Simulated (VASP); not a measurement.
# Cu (P6/mmm) in VASP: notebook

Cu is run at these levels: PBEsol; tasks: single point, relaxation of cell and atoms.

Program: VASP 6.6.1. These are calculated values, not measurements. Logs are shortened: lines on timing, memory, paths and dates and some standing lists are left out, and cuts for length are marked.

### Step 1. The cell of the first run

The structure is hexagonal, space group P6/mmm (No. 191). The conventional cell has a = 4.206 Å, b = 4.206 Å, c = 2.526 Å, α = 90.00°, β = 90.00°, γ = 120.00°. Cu (site symmetry 6/mmm) has 14 Cu at 2.53 to 2.74 Å within 3.3 Å. Within 3.2 Å of Cu (site symmetry -6m2) lie 11 Cu at 2.43 to 2.74 Å.

This isn't the form of Cu at room conditions, which is fcc.

### Step 2. Single point, PBEsol (12.90 Å³/atom)

File INCAR:

```
SYSTEM = Cu
PREC = Accurate ; ENCUT = 520
EDIFF = 1E-6 ; ISMEAR = -1
SIGMA = 0.1 ; LREAL = .False.
LASPH = .True. ; NELM = 60
ALGO = Normal ; ISIF = 2
LWAVE = .False. ; LCHARG = .False.
GGA = PS ; NBANDS = 24
```

File KPOINTS:

```
regular mesh
0
Gamma
  10 10 14
  0 0 0
```

File POSCAR:

```
Cu
1.0
    4.2055886254      0.0000000000      0.0000000000
   -2.1027943127      3.6421465875      0.0000000000
    0.0000000000      0.0000000000      2.5260542995
Cu
3
Direct
    0.0000000000      1.0000000000      0.0000000000
    0.3333333333      0.6666666667      0.5000000000
    0.6666666667      0.3333333333      0.5000000000
```

Potentials or basis: VASP PAW PBE potentials, release 64 (Cu).

Run with:

```console
$ cat potpaw_PBE.64/Cu/POTCAR > POTCAR
$ mpirun -np 1 vasp_std > vasp.out
```

OUTCAR:

```text
SYSTEM = Cu
   PREC = Accurate
   ENCUT = 520
   EDIFF = 1E-6
   ISMEAR = -1
   LREAL = .False.
   LASPH = .True.
   NELM = 60
   ISIF = 2
   GGA = PS

 ion  position               nearest neighbor table
   1  0.000  0.000  0.000-   2 2.74   3 2.74   2 2.74   3 2.74   3 2.74   3 2.74   2 2.74   2 2.74
                             3 2.74   3 2.74   2 2.74   2 2.74
   2  0.333  0.667  0.500-   3 2.43   3 2.43   3 2.43   1 2.74   1 2.74   1 2.74   1 2.74   1 2.74
                             1 2.74
   3  0.667  0.333  0.500-   2 2.43   2 2.43   2 2.43   1 2.74   1 2.74   1 2.74   1 2.74   1 2.74
                             1 2.74

  LATTYP: Found a hexagonal cell.
 ALAT       =     4.2055886254
 C/A-ratio  =     0.6006422702

  Lattice vectors:

 A1 = (   4.2055886254,   0.0000000000,   0.0000000000)
 A2 = (  -2.1027943127,   3.6421465875,   0.0000000000)
 A3 = (   0.0000000000,   0.0000000000,   2.5260542995)

Analysis of symmetry for initial positions (statically):
=====================================================================
 Subroutine PRICEL returns:
 Original cell was already a primitive cell.

 Routine SETGRP: Setting up the symmetry group for a
 hexagonal supercell.

 Subroutine GETGRP returns: Found 24 space group operations
 (whereof 24 operations were pure point group operations)
 out of a pool of 24 trial point group operations.

The static configuration has the point symmetry D_6h.

Analysis of symmetry for dynamics (positions and initial velocities):
=====================================================================
 Subroutine PRICEL returns:
 Original cell was already a primitive cell.

 Routine SETGRP: Setting up the symmetry group for a
 hexagonal supercell.

 Subroutine GETGRP returns: Found 24 space group operations
 (whereof 24 operations were pure point group operations)
 out of a pool of 24 trial point group operations.

The dynamic configuration has the point symmetry D_6h.

 Subroutine INISYM returns: Found 24 space group operations
 (whereof 24 operations are pure point group operations),
 and found     1 'primitive' translations

----------------------------------------------------------------------------------------

                                     Primitive cell

  volume of cell :      38.6925

  direct lattice vectors                    reciprocal lattice vectors
     4.205588625  0.000000000  0.000000000     0.237778844  0.137281679  0.000000000
    -2.102794313  3.642146588  0.000000000     0.000000000  0.274563359  0.000000000
     0.000000000  0.000000000  2.526054300     0.000000000  0.000000000  0.395874309

  length of vectors
     4.205588625  4.205588625  2.526054300     0.274563359  0.274563359  0.395874309

  position of ions in fractional coordinates (direct lattice)
     0.000000000  0.000000000  0.000000000
     0.333333333  0.666666667  0.500000000
     0.666666667  0.333333333  0.500000000

  ion indices of the primitive-cell ions
   primitive index   ion index
                 1           1
                 2           2
                 3           3

----------------------------------------------------------------------------------------

 KPOINTS: regular mesh

Automatic generation of k-mesh.
 Grid dimensions read from file:
 generate k-points for:   10   10   14

 Generating k-lattice:

  Cartesian coordinates                     Fractional coordinates (reciprocal lattice)
     0.023777884  0.013728168  0.000000000     0.100000000 -0.000000000  0.000000000
     0.000000000  0.027456336  0.000000000     0.000000000  0.100000000  0.000000000
     0.000000000  0.000000000  0.028276736     0.000000000  0.000000000  0.071428571

  Length of vectors
     0.027456336  0.027456336  0.028276736

  Shift w.r.t. Gamma in fractional coordinates (k-lattice)
     0.000000000  0.000000000  0.000000000

 Subroutine IBZKPT returns following result:
 ===========================================

 Found    112 irreducible k-points:

 Following reciprocal coordinates:
            Coordinates               Weight
  0.000000  0.000000  0.000000      1.000000
  0.100000  0.000000  0.000000      6.000000
  0.200000  0.000000  0.000000      6.000000
  0.300000  0.000000  0.000000      6.000000
  0.400000  0.000000  0.000000      6.000000
  0.500000  0.000000  0.000000      3.000000
[... 16 lines left out ...]
  0.300000  0.100000  0.071429     24.000000
  0.400000  0.100000  0.071429     24.000000
 [... further k-points ...]
   k-points           NKPTS =    112   k-points in BZ     NKDIM =    112   number of bands    NBANDS=     24
   number of dos      NEDOS =    301   number of ions     NIONS =      3
   total plane-waves  NPLWV =  20480
   dimension x,y,z NGX =    32 NGY =   32 NGZ =   20
   dimension x,y,z NGXF=    64 NGYF=   64 NGZF=   40
   ions per type =               3
   NGX,Y,Z   is equivalent  to a cutoff of  12.65, 12.65, 13.16 a.u.
   NGXF,Y,Z  is equivalent  to a cutoff of  25.30, 25.30, 26.32 a.u.
 SYSTEM =  Cu
   PREC   = accura    normal or accurate (medium, high low for compatibility)
   ISTART =      0    job   : 0-new  1-cont  2-samecut
   ICHARG =      2    charge: 1-file 2-atom 10-const
   ISPIN  =      1    spin polarized calculation?
   LNONCOLLINEAR =      F non collinear calculations
   LSORBIT =      F    spin-orbit coupling
   LASPH  =      T    aspherical Exc in radial PAW
   ENCUT  =  520.0 eV  38.22 Ry    6.18 a.u.   7.82  7.82  4.70*2*pi/ulx,y,z
   NELM   =     60;   NELMIN=  2; NELMDL= -5     # of ELM steps
   EDIFF  = 0.1E-05   stopping-criterion for ELM
   LREAL  =      F    real-space projection
   EDIFFG = 0.1E-04   stopping-criterion for IOM
   NSW    =      0    number of steps for IOM
   IBRION =     -1    ionic relax: 0-MD 1-quasi-New 2-CG
   NFREE  =      0    steps in history (QN), initial steepest desc. (CG)
   ISIF   =      2    stress and relaxation
   ISYM   =      2    0-nonsym 1-usesym 2-fastsym
   POTIM  = 0.5000    time-step for ionic-motion
   TEBEG  =    0.0;   TEEND  =   0.0 temperature during run
   PSTRESS=    0.0 pullay stress
   NELECT =      33.0000    total number of electrons
   NUPDOWN=      -1.0000    fix difference up-down
   EMIN   =  10.00;   EMAX   =-10.00  energy-range for DOS
   EFERMI =   0.00;   METHOD = LEGACY
   ISMEAR =    -1;   SIGMA  =   0.10  broadening in eV -4-tet -1-fermi 0-gaus
   EFERMI_NEDOS =   21; number of points for ismear=-14 and -15
   IALGO  =     38    algorithm
   IMIX   =      4    mixing-type and parameters
     AMIX     =   0.40;   BMIX     =  1.00
     AMIX_MAG =   1.60;   BMIX_MAG =  1.00
  volume/ion in A,a.u.               =      12.90        87.04
  Fermi-wavevector in a.u.,A,eV,Ry     =   1.552520  2.933837 32.794369  2.410318
  Thomas-Fermi vector in A             =   2.656883
   LORBIT       =      0    0 simple, 1 ext, 2 COOP (PROOUT), +10 PAW based schemes
   GGA     = PS    functional components
   LHFCALC =     F    Hartree Fock is set to
   AEXX    =    0.0000 exact exchange contribution
   IVDW    =     0    specifies the selected vdW correction
   LEPSILON=     F    determine dielectric tensor
   LRPA    =     F    only Hartree local field effects (RPA)
 non-spin polarized calculation
  energy-cutoff  :      520.00
  volume of cell :       38.69
 maximum number of plane-waves:      1064
 NGX is ok and might be reduce to    32
   NGX = 15   NGY = 15   NGZ =  9

 number of electron      32.9999991 magnetization

 Free energy of the ion-electron system (eV)
  ---------------------------------------------------
  ext. energy  EPLUGINS =         0.00000000
  ---------------------------------------------------
  free energy    TOTEN  =       -12.50641201 eV

  energy without entropy =      -12.47364759  energy(sigma->0) =      -12.49002980

 E-fermi :   6.3662     XC(G=0): -12.3954

 val. band max:        6.3343655451   @ k =   0.4000   0.0000   0.0000
 cond. band min:       6.3894578257   @ k =   0.5000   0.0000   0.4286
 fundamental gap:      0.0550922806
 Fermi energy:         6.3661626422

 k-point     1 :       0.0000    0.0000    0.0000
  band No.  band energies     occupation
      1      -2.3684      2.00000
      2       2.2354      2.00000
      3       3.0504      2.00000
      4       3.0504      2.00000
      5       3.0706      2.00000
      6       3.1065      2.00000
[... 16 lines left out ...]
     23      20.6610      0.00000
     24      25.7408      0.00000

 k-point     2 :       0.1000    0.0000    0.0000
  band No.  band energies     occupation
      1      -2.2490      2.00000
      2       2.2358      2.00000
      3       2.7892      2.00000
      4       2.9434      2.00000
      5       3.0035      2.00000
      6       3.2233      2.00000
[... 16 lines left out ...]
     23      20.8259      0.00000
     24      25.7821      0.00000

 k-point     3 :       0.2000    0.0000    0.0000
  band No.  band energies     occupation
      1      -1.8950      2.00000
      2       2.1777      2.00000
      3       2.5000      2.00000
      4       2.8118      2.00000
      5       2.8940      2.00000
      6       3.2312      2.00000
[... 16 lines left out ...]
     23      21.3117      0.00000
     24      25.8787      0.00000

 k-point     4 :       0.3000    0.0000    0.0000
  band No.  band energies     occupation
      1      -1.3194      2.00000
      2       1.9384      2.00000
      3       2.1311      2.00000
      4       2.7245      2.00000
      5       2.9091      2.00000
      6       3.1671      2.00000
[... 16 lines left out ...]
     23      22.0950      0.00000
     24      23.8960      0.00000

 k-point     5 :       0.4000    0.0000    0.0000
  band No.  band energies     occupation
      1      -0.5505      2.00000
      2       1.2753      2.00000
      3       1.8616      2.00000
      4       2.8057      2.00000
      5       2.9596      2.00000
      6       3.0617      2.00000
[... 451 lines left out ...]
 k-point    22 :       0.2000    0.1000    0.0714
  band No.  band energies     occupation
      1      -1.4260      2.00000
      2       2.1185      2.00000
      3       2.3305      2.00000
      4       2.6973      2.00000
      5       3.0255      2.00000
      6       3.2545      2.00000
[... 16 lines left out ...]
     23      20.1689      0.00000
     24      24.0465      0.00000

 k-point    23 :       0.3000    0.1000    0.0714
  band No.  band energies     occupation
      1      -0.7587      2.00000
      2       1.7330      2.00000
      3       1.9888      2.00000
      4       2.7781      2.00000
      5       2.9949      2.00000
      6       3.1822      2.00000
[... 16 lines left out ...]
     23      20.9235      0.00000
     24      21.5865      0.00000

 k-point    24 :       0.4000    0.1000    0.0714
  band No.  band energies     occupation
      1       0.0689      2.00000
      2       0.9646      2.00000
      3       1.8316      2.00000
      4       2.9064      2.00000
      5       3.0023      2.00000
      6       3.0659      2.00000
[... 16 lines left out ...]
     23      21.9065      0.00000
     24      22.3201      0.00000

 [... further k-points ...]

------------------------ aborting loop because EDIFF is reached ----------------------------------------

  FORCE on cell =-STRESS in cart. coord.  units (eV):
  Direction    XX          YY          ZZ          XY          YZ          ZX
  --------------------------------------------------------------------------------------
  -------------------------------------------------------------------------------------
  Total       -3.1282750     -3.1282750     -3.1798757      0.0000000      0.0000000      0.0000000
  in kB     -129.5354437   -129.5354437   -131.6721239      0.0000000      0.0000000      0.0000000
  external PRESSURE =    -130.2476704 kB  Pullay stress =       0.0000000 kB

 VOLUME and BASIS-vectors are now :
 -----------------------------------------------------------------------------
  energy-cutoff  :      520.00
  volume of cell :       38.69
      direct lattice vectors                 reciprocal lattice vectors
     4.205588625  0.000000000  0.000000000     0.237778844  0.137281679  0.000000000
    -2.102794313  3.642146588  0.000000000     0.000000000  0.274563359  0.000000000
     0.000000000  0.000000000  2.526054300     0.000000000  0.000000000  0.395874309

 POSITION                                       TOTAL-FORCE (eV/Angst)
 -----------------------------------------------------------------------------------
      0.00000      0.00000      0.00000        -0.000000      0.000000      0.000000
     -0.00000      2.42810      1.26303         0.000000      0.000000      0.000000
      2.10279      1.21405      1.26303        -0.000000      0.000000      0.000000
 -----------------------------------------------------------------------------------
    total drift:                               -0.000000      0.000000      0.000000

  FREE ENERGIE OF THE ION-ELECTRON SYSTEM (eV)
  ---------------------------------------------------
  free  energy   TOTEN  =       -12.5064120146 eV

  energy  without entropy=      -12.4736475948  energy(sigma->0) =      -12.49002980
```

It took 62 s on 1 thread of Intel Xeon Platinum 8259CL at 2.50GHz (Skylake/Cascade Lake), shared host; peak memory 0.2 GiB.

Results:

```
Free energy            : -12.5064 eV
Pressure               : -13.0 GPa
Band gap on the k mesh : zero (an odd number of electrons rules out a gap without spin polarisation)
```

Caveat: the cell stands under tension; the PAW data sets were made with another functional, which shifts forces and pressure a little.

### Step 3. Single point, PBEsol

This run uses another cell than the first one, of 11.52 Å³/atom.

File INCAR:

```
PREC = Accurate ; ENCUT = 520
EDIFF = 1E-6 ; ISMEAR = -1
SIGMA = 0.1 ; LREAL = F
LASPH = T ; NELM = 80
ALGO = Normal ; ISIF = 2
LWAVE = F ; LCHARG = F
GGA = PS ; NBANDS = 24
```

File KPOINTS:

```
Automatic mesh
0
Gamma
  12 12 17
```

File POSCAR:

```
Cu
1.0
    4.0496806958      0.0000000000      0.0000000000
   -2.0248403479      3.5071263597      0.0000000000
    0.0000000000      0.0000000000      2.4324094066
Cu
3
Direct
    0.0000000000      1.0000000000      0.0000000000
    0.3333333333      0.6666666667      0.5000000000
    0.6666666667      0.3333333333      0.5000000000
```

Potentials or basis: VASP PAW PBE potentials, release 64 (Cu).

Run with:

```console
$ cat potpaw_PBE.64/Cu/POTCAR > POTCAR
$ mpirun -np 1 vasp_std > vasp.out
```

It took 98 s on 1 thread of Intel Xeon Platinum 8259CL at 2.50GHz (Skylake/Cascade Lake), shared host; peak memory 0.22 GiB.

It converged, with:

- Free energy: -12.6869 eV
- Pressure: 0.9 GPa
- Band gap on the k mesh: zero (an odd number of electrons rules out a gap without spin polarisation)

Stress tensor (GPa, compression positive):
```
0.94 0.00 0.00
0.00 0.94 0.00
0.00 0.00 0.72
```

Levels at points of the mesh, in eV from the Fermi level:
```csv
k point,band 14,band 15,band 16,band 17,band 18,band 19
"(0.00, 0.00, 0.00)",-2.39,-1.57,-1.57,4.63,4.63,4.64
"(0.50, 0.00, 0.00)",-1.79,-1.78,-1.66,-1.53,-0.78,4.35
```

Caveat: the PAW data sets were made with another functional, which shifts forces and pressure a little.

### Step 4. Relaxation of cell and atoms, PBEsol

This run uses another cell than the first one, of 11.81 Å³/atom.

File INCAR:

```
ALGO     = Normal         # electronic algorithm
EDIFF    = 1E-6           # SCF threshold, eV
EDIFFG   = -0.01          # ionic threshold
ENCUT    = 600            # plane-wave cutoff, eV
GGA      = PS             # functional
IBRION   = 2              # ionic algorithm
ISIF     = 3              # what is computed and relaxed
ISMEAR   = -1             # smearing method
LASPH    = T              # aspherical terms in the spheres
LCHARG   = F              # write CHGCAR
LREAL    = F              # projectors in reciprocal space
LWAVE    = F              # write WAVECAR
NELM     = 100            # most SCF steps
NSW      = 80             # ionic steps
PREC     = Accurate       # precision mode
SIGMA    = 0.1            # smearing width, eV
```

File KPOINTS:

```
k-points
0
Gamma
  9 9 13
```

File POSCAR:

```
Cu
1.0
    4.0562702462      0.0000000000      0.0000000000
   -2.0281351231      3.5128330778      0.0000000000
    0.0000000000      0.0000000000      2.4864936609
Cu
3
Direct
    0.0000000000      0.0000000000      0.0000000000
    0.3333333333      0.6666666667      0.5000000000
    0.6666666667      0.3333333333      0.5000000000
```

Run with:

```console
$ cat potpaw_PBE.64/Cu/POTCAR > POTCAR
$ mpirun -np 1 vasp_std > vasp.out
```

Wall time 2.6 min (1 thread of Intel Xeon Platinum 8259CL at 2.50GHz (Skylake/Cascade Lake), shared host); peak memory 0.2 GiB.

Results (log left out):

```yaml
Free_energy: -12.6885 eV
Relaxed_volume: 11.57 Å³/atom
Relaxed_cell: a = 4.057 Å, b = 4.057 Å, c = 2.434 Å, α = 90.00°, β = 90.00°, γ = 120.00°
Space_group_after_relaxing_to_0.1_Å: P6/mmm (No. 191)
Energy_gained_by_relaxing: 4.8 meV/atom
Ionic_steps: 6
Pressure_after_relaxing: 0.0 GPa
Band_gap_on_the_k_mesh: zero (an odd number of electrons rules out a gap without spin polarisation)
```

Stress tensor (GPa, compression positive):
```
-0.03  0.00  0.00
 0.00 -0.03  0.00
 0.00  0.00  0.06
```

The path:
| step | energy change (eV) | largest force (eV/Å) | pressure (GPa) | volume (Å³) |
| --- | --- | --- | --- | --- |
| 1 | 0.0000 | 0.0000 | -2.88 | 35.43 |
| 2 | -0.0123 | 0.0000 | 1.60 | 34.35 |
| 3 | -0.0131 | 0.0000 | 0.74 | 34.56 |
| 4 | -0.0144 | 0.0000 | -0.10 | 34.71 |
| 5 | -0.0144 | 0.0000 | 0.26 | 34.69 |
| 6 | -0.0144 | 0.0000 | 0.00 | 34.70 |

Final structure:
```
Cu
1.0
     4.05673    0.00000    0.00000
    -2.02837    3.51323    0.00000
     0.00000    0.00000    2.43443
Cu
3
Cartesian
  2.0284 3.5132 0.0000
  0.0000 2.3422 1.2172
  2.0284 1.1711 1.2172
```

Levels at points of the mesh, in eV from the Fermi level:
```
           k point  band 13  band 14  band 15  band 16  band 17  band 18  band 19  band 20
(0.00, 0.00, 0.00)    -2.38    -2.38    -1.56    -1.56     4.61     4.61     4.63     4.63
```

Caveat: the PAW data sets were made with another functional, which shifts forces and pressure a little.

### Step 5. Summary

| task | cell | k mesh | cutoff (eV) | gap on the mesh (eV) | pressure (GPa) |
| --- | --- | --- | --- | --- | --- |
| single point | a = 4.206, b = 4.206, c = 2.526 Å, angles 90.0, 90.0, 120.0°, 3 atoms | 10 × 10 × 14 | 520 | none | -13.0 |
| single point | a = 4.050, b = 4.050, c = 2.432 Å, angles 90.0, 90.0, 120.0°, 3 atoms | 12 × 12 × 17 | 520 | none | 0.9 |
| relaxation of cell and atoms | relaxed from a = 4.056, b = 4.056, c = 2.486 Å, angles 90.0, 90.0, 120.0°, 3 atoms | 9 × 9 × 13 | 600 | none | 0.0 |

Alike in all rows: level PBEsol; potentials or basis VASP PAW PBE potentials, release 64 (Cu); no spin polarisation; smearing fermi-dirac 0.1 eV.

Caveats: the PAW data sets were made with another functional, which shifts forces and pressure a little; the cell stands under tension (at least some runs).

Total energies depend on the potentials used, so only differences within one code and one set of settings carry meaning.

The gap in the log of VASP goes by the Fermi energy; the results here count the filled bands.